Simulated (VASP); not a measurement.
# CdS (F-43m) in VASP: single point with LDA

Aim: the single point of CdS with LDA.

Everything below comes from runs of VASP 6.6.1. Logs are shortened: lines on timing, memory, paths and dates and some standing lists are left out, and cuts for length are marked.

## 1. The cell of the first run

It takes space group F-43m (No. 216, cubic). The conventional cell has a = 5.833 Å, b = 5.833 Å, c = 5.833 Å, α = 90.00°, β = 90.00°, γ = 90.00°. Cd (site symmetry -43m) has 4 S at 2.53 Å within 3.3 Å. S (site symmetry -43m) has 4 Cd at 2.53 Å within 3.3 Å.

## 2. Single point, LDA

File INCAR:

```
PREC     = Accurate       # precision mode
ENCUT    = 500            # plane-wave cutoff, eV
EDIFF    = 1E-6           # SCF threshold, eV
ISMEAR   = 0              # smearing method
SIGMA    = 0.01           # smearing width, eV
LREAL    = False          # projectors in reciprocal space
LASPH    = True           # aspherical terms in the spheres
NELM     = 120            # most SCF steps
ALGO     = Normal         # electronic algorithm
ISIF     = 2              # what is computed and relaxed
LWAVE    = False          # write WAVECAR
LCHARG   = False          # write CHGCAR
GGA      = CA             # functional
NBANDS   = 16             # bands
GGA_COMPAT= False
```

File KPOINTS:

```
regular mesh
0
Gamma
  8 8 8
```

File POSCAR:

```
CdS
1.0
    0.0000000000      2.9165000000      2.9165000000
    2.9165000000      0.0000000000      2.9165000000
    2.9165000000      2.9165000000      0.0000000000
Cd S
1 1
Direct
    0.0000000000      0.0000000000      0.0000000000
    0.7500000000      0.7500000000      0.7500000000
```

Potentials or basis: VASP PAW LDA potentials, release 64 (Cd, S).

Started as:

```console
> cat potpaw_LDA.64/Cd/POTCAR potpaw_LDA.64/S/POTCAR > POTCAR
> mpirun -np 1 vasp_std > vasp.out
```

OUTCAR:

```text
PREC = Accurate
   ENCUT = 500
   EDIFF = 1E-6
   ISMEAR = 0
   LREAL = False
   LASPH = True
   NELM = 120
   ISIF = 2
   GGA = CA

 ion  position               nearest neighbor table
   1  0.000  0.000  0.000-   2 2.53   2 2.53   2 2.53   2 2.53
   2  0.750  0.750  0.750-   1 2.53   1 2.53   1 2.53   1 2.53

  LATTYP: Found a face centered cubic cell.
 ALAT       =     5.8330000000

  Lattice vectors:

 A1 = (   0.0000000000,   2.9165000000,   2.9165000000)
 A2 = (   2.9165000000,   0.0000000000,   2.9165000000)
 A3 = (   2.9165000000,   2.9165000000,   0.0000000000)

Analysis of symmetry for initial positions (statically):
=====================================================================
 Subroutine PRICEL returns:
 Original cell was already a primitive cell.

 Routine SETGRP: Setting up the symmetry group for a
 face centered cubic supercell.

 Subroutine GETGRP returns: Found 24 space group operations
 (whereof 24 operations were pure point group operations)
 out of a pool of 48 trial point group operations.

The static configuration has the point symmetry T_d .

Analysis of symmetry for dynamics (positions and initial velocities):
=====================================================================
 Subroutine PRICEL returns:
 Original cell was already a primitive cell.

 Routine SETGRP: Setting up the symmetry group for a
 face centered cubic supercell.

 Subroutine GETGRP returns: Found 24 space group operations
 (whereof 24 operations were pure point group operations)
 out of a pool of 48 trial point group operations.

The dynamic configuration has the point symmetry T_d .

 Subroutine INISYM returns: Found 24 space group operations
 (whereof 24 operations are pure point group operations),
 and found     1 'primitive' translations

----------------------------------------------------------------------------------------

                                     Primitive cell

  volume of cell :      49.6153

  direct lattice vectors                    reciprocal lattice vectors
     0.000000000  2.916500000  2.916500000    -0.171438368  0.171438368  0.171438368
     2.916500000  0.000000000  2.916500000     0.171438368 -0.171438368  0.171438368
     2.916500000  2.916500000  0.000000000     0.171438368  0.171438368 -0.171438368

  length of vectors
     4.124553855  4.124553855  4.124553855     0.296939964  0.296939964  0.296939964

  position of ions in fractional coordinates (direct lattice)
     0.000000000  0.000000000  0.000000000
     0.750000000  0.750000000  0.750000000

  ion indices of the primitive-cell ions
   primitive index   ion index
                 1           1
                 2           2

----------------------------------------------------------------------------------------

 KPOINTS: regular mesh

Automatic generation of k-mesh.
 Grid dimensions read from file:
 generate k-points for:    8    8    8

 Generating k-lattice:

  Cartesian coordinates                     Fractional coordinates (reciprocal lattice)
    -0.021429796  0.021429796  0.021429796     0.125000000  0.000000000  0.000000000
     0.021429796 -0.021429796  0.021429796     0.000000000  0.125000000  0.000000000
     0.021429796  0.021429796 -0.021429796     0.000000000  0.000000000  0.125000000

  Length of vectors
     0.037117495  0.037117495  0.037117495

  Shift w.r.t. Gamma in fractional coordinates (k-lattice)
     0.000000000  0.000000000  0.000000000

 Subroutine IBZKPT returns following result:
 ===========================================

 Found     29 irreducible k-points:

 Following reciprocal coordinates:
            Coordinates               Weight
  0.000000  0.000000  0.000000      1.000000
  0.125000  0.000000  0.000000      8.000000
  0.250000  0.000000  0.000000      8.000000
  0.375000  0.000000  0.000000      8.000000
  0.500000  0.000000  0.000000      4.000000
  0.125000  0.125000  0.000000      6.000000
[... 16 lines left out ...]
  0.500000  0.250000  0.125000     48.000000
 -0.375000  0.250000  0.125000     24.000000
 [... further k-points ...]
   k-points           NKPTS =     29   k-points in BZ     NKDIM =     29   number of bands    NBANDS=     16
   number of dos      NEDOS =    301   number of ions     NIONS =      2
   total plane-waves  NPLWV =  27000
   dimension x,y,z NGX =    30 NGY =   30 NGZ =   30
   dimension x,y,z NGXF=    60 NGYF=   60 NGZF=   60
   ions per type =               1   1
   NGX,Y,Z   is equivalent  to a cutoff of  12.09, 12.09, 12.09 a.u.
   NGXF,Y,Z  is equivalent  to a cutoff of  24.18, 24.18, 24.18 a.u.
 SYSTEM =  unknown system
   PREC   = accura    normal or accurate (medium, high low for compatibility)
   ISTART =      0    job   : 0-new  1-cont  2-samecut
   ICHARG =      2    charge: 1-file 2-atom 10-const
   ISPIN  =      1    spin polarized calculation?
   LNONCOLLINEAR =      F non collinear calculations
   LSORBIT =      F    spin-orbit coupling
   LASPH  =      T    aspherical Exc in radial PAW
   ENCUT  =  500.0 eV  36.75 Ry    6.06 a.u.   7.52  7.52  7.52*2*pi/ulx,y,z
   NELM   =    120;   NELMIN=  2; NELMDL= -5     # of ELM steps
   EDIFF  = 0.1E-05   stopping-criterion for ELM
   LREAL  =      F    real-space projection
   EDIFFG = 0.1E-04   stopping-criterion for IOM
   NSW    =      0    number of steps for IOM
   IBRION =     -1    ionic relax: 0-MD 1-quasi-New 2-CG
   NFREE  =      0    steps in history (QN), initial steepest desc. (CG)
   ISIF   =      2    stress and relaxation
   ISYM   =      2    0-nonsym 1-usesym 2-fastsym
   POTIM  = 0.5000    time-step for ionic-motion
   TEBEG  =    0.0;   TEEND  =   0.0 temperature during run
   PSTRESS=    0.0 pullay stress
   NELECT =      18.0000    total number of electrons
   NUPDOWN=      -1.0000    fix difference up-down
   EMIN   =  10.00;   EMAX   =-10.00  energy-range for DOS
   EFERMI =   0.00;   METHOD = LEGACY
   ISMEAR =     0;   SIGMA  =   0.01  broadening in eV -4-tet -1-fermi 0-gaus
   EFERMI_NEDOS =   21; number of points for ismear=-14 and -15
   IALGO  =     38    algorithm
   IMIX   =      4    mixing-type and parameters
     AMIX     =   0.40;   BMIX     =  1.00
     AMIX_MAG =   1.60;   BMIX_MAG =  1.00
  volume/ion in A,a.u.               =      24.81       167.41
  Fermi-wavevector in a.u.,A,eV,Ry     =   1.167599  2.206442 18.548649  1.363287
  Thomas-Fermi vector in A             =   2.304097
   LORBIT       =      0    0 simple, 1 ext, 2 COOP (PROOUT), +10 PAW based schemes
   GGA     = CA    functional components
   LHFCALC =     F    Hartree Fock is set to
   AEXX    =    0.0000 exact exchange contribution
   IVDW    =     0    specifies the selected vdW correction
   LEPSILON=     F    determine dielectric tensor
   LRPA    =     F    only Hartree local field effects (RPA)
 non-spin polarized calculation
 Gauss-broadening in eV      SIGMA  =   0.01
  energy-cutoff  :      500.00
  volume of cell :       49.62
 maximum number of plane-waves:      1283
   NGX = 15   NGY = 15   NGZ = 15

 number of electron      18.0000003 magnetization

 Free energy of the ion-electron system (eV)
  ---------------------------------------------------
  ext. energy  EPLUGINS =         0.00000000
  ---------------------------------------------------
  free energy    TOTEN  =        -7.39770785 eV

  energy without entropy =       -7.39770785  energy(sigma->0) =       -7.39770785

 E-fermi :   1.1932     XC(G=0):  -9.5861

 val. band max:        1.1271971350   @ k =   0.0000   0.0000   0.0000
 cond. band min:       2.0191961293   @ k =   0.0000   0.0000   0.0000
 fundamental gap:      0.8919989943
 Fermi energy:         1.1932331981

 k-point     1 :       0.0000    0.0000    0.0000
  band No.  band energies     occupation
      1     -11.2290      2.00000
      2      -6.6505      2.00000
      3      -6.6505      2.00000
      4      -6.6505      2.00000
      5      -6.1658      2.00000
      6      -6.1658      2.00000
[... 8 lines left out ...]
     15      12.5694      0.00000
     16      12.5694      0.00000

 k-point     2 :       0.1250    0.0000    0.0000
  band No.  band energies     occupation
      1     -11.1644      2.00000
      2      -6.6278      2.00000
      3      -6.6278      2.00000
      4      -6.5985      2.00000
      5      -6.1670      2.00000
      6      -6.1670      2.00000
[... 8 lines left out ...]
     15      11.9124      0.00000
     16      12.7974      0.00000

 k-point     3 :       0.2500    0.0000    0.0000
  band No.  band energies     occupation
      1     -11.0075      2.00000
      2      -6.5786      2.00000
      3      -6.5786      2.00000
      4      -6.4081      2.00000
      5      -6.1619      2.00000
      6      -6.1619      2.00000
[... 8 lines left out ...]
     15      11.6583      0.00000
     16      12.1361      0.00000

 k-point     4 :       0.3750    0.0000    0.0000
  band No.  band energies     occupation
      1     -10.8505      2.00000
      2      -6.5409      2.00000
      3      -6.5409      2.00000
      4      -6.1416      2.00000
      5      -6.1416      2.00000
      6      -6.0484      2.00000
[... 8 lines left out ...]
     15      12.5209      0.00000
     16      12.5209      0.00000

 k-point     5 :       0.5000    0.0000    0.0000
  band No.  band energies     occupation
      1     -10.7860      2.00000
      2      -6.5295      2.00000
      3      -6.5295      2.00000
      4      -6.1279      2.00000
      5      -6.1279      2.00000
      6      -5.7810      2.00000
[... 8 lines left out ...]
     15      13.6079      0.00000
     16      13.6079      0.00000

 k-point     6 :       0.1250    0.1250    0.0000
  band No.  band energies     occupation
      1     -11.1430      2.00000
      2      -6.6095      2.00000
      3      -6.6061      2.00000
      4      -6.6061      2.00000
      5      -6.1827      2.00000
      6      -6.1528      2.00000
[... 8 lines left out ...]
     15      12.6722      0.00000
     16      13.4585      0.00000
[... 267 lines left out ...]
 k-point    21 :       0.5000    0.5000    0.0000
  band No.  band energies     occupation
      1     -10.6496      2.00000
      2      -6.4422      2.00000
      3      -6.2982      2.00000
      4      -6.2982      2.00000
      5      -6.0768      2.00000
      6      -5.7164      2.00000
[... 8 lines left out ...]
     15      13.4798      0.00000
     16      14.5468      0.00000

 k-point    22 :       0.3750    0.2500    0.1250
  band No.  band energies     occupation
      1     -10.8923      2.00000
      2      -6.5269      2.00000
      3      -6.5004      2.00000
      4      -6.3401      2.00000
      5      -6.1604      2.00000
      6      -6.1053      2.00000
[... 8 lines left out ...]
     15      13.0503      0.00000
     16      14.7892      0.00000

 k-point    23 :       0.5000    0.2500    0.1250
  band No.  band energies     occupation
      1     -10.7690      2.00000
      2      -6.4916      2.00000
      3      -6.4641      2.00000
      4      -6.2361      2.00000
      5      -6.1323      2.00000
      6      -5.8730      2.00000
[... 8 lines left out ...]
     15      13.7593      0.00000
     16      14.1392      0.00000

 k-point    24 :      -0.3750    0.2500    0.1250
  band No.  band energies     occupation
      1     -10.7187      2.00000
      2      -6.4873      2.00000
      3      -6.4468      2.00000
      4      -6.1946      2.00000
      5      -6.1392      2.00000
      6      -5.6628      2.00000
[... 8 lines left out ...]
     15      13.2522      0.00000
     16      14.2068      0.00000

 [... further k-points ...]
[... 5 lines left out ...]
  --------------------------------------------------------------------------------------
  -------------------------------------------------------------------------------------
  Total       -0.6201823     -0.6201823     -0.6201823      0.0000000     -0.0000000     -0.0000000
  in kB      -20.0269124    -20.0269124    -20.0269124      0.0000000     -0.0000000     -0.0000000
  external PRESSURE =     -20.0269124 kB  Pullay stress =       0.0000000 kB

 VOLUME and BASIS-vectors are now :
 -----------------------------------------------------------------------------
  energy-cutoff  :      500.00
  volume of cell :       49.62
      direct lattice vectors                 reciprocal lattice vectors
     0.000000000  2.916500000  2.916500000    -0.171438368  0.171438368  0.171438368
     2.916500000  0.000000000  2.916500000     0.171438368 -0.171438368  0.171438368
     2.916500000  2.916500000  0.000000000     0.171438368  0.171438368 -0.171438368

 POSITION                                       TOTAL-FORCE (eV/Angst)
 -----------------------------------------------------------------------------------
      0.00000      0.00000      0.00000        -0.000000     -0.000000     -0.000000
      4.37475      4.37475      4.37475         0.000000      0.000000      0.000000
 -----------------------------------------------------------------------------------
    total drift:                               -0.000000     -0.000000     -0.000000

  FREE ENERGIE OF THE ION-ELECTRON SYSTEM (eV)
  ---------------------------------------------------
  free  energy   TOTEN  =        -7.3977078527 eV

  energy  without entropy=       -7.3977078527  energy(sigma->0) =       -7.39770785
```

Run time: 18 s. Hardware: 1 thread of Intel Xeon Platinum 8259CL at 2.50GHz (Skylake/Cascade Lake), shared host; peak memory 0.15 GiB.

What came out:

| Item | Value |
| --- | --- |
| Free energy | -7.3977 eV |
| Pressure | -2.0 GPa |
| Band gap on the k mesh | 0.89 eV |
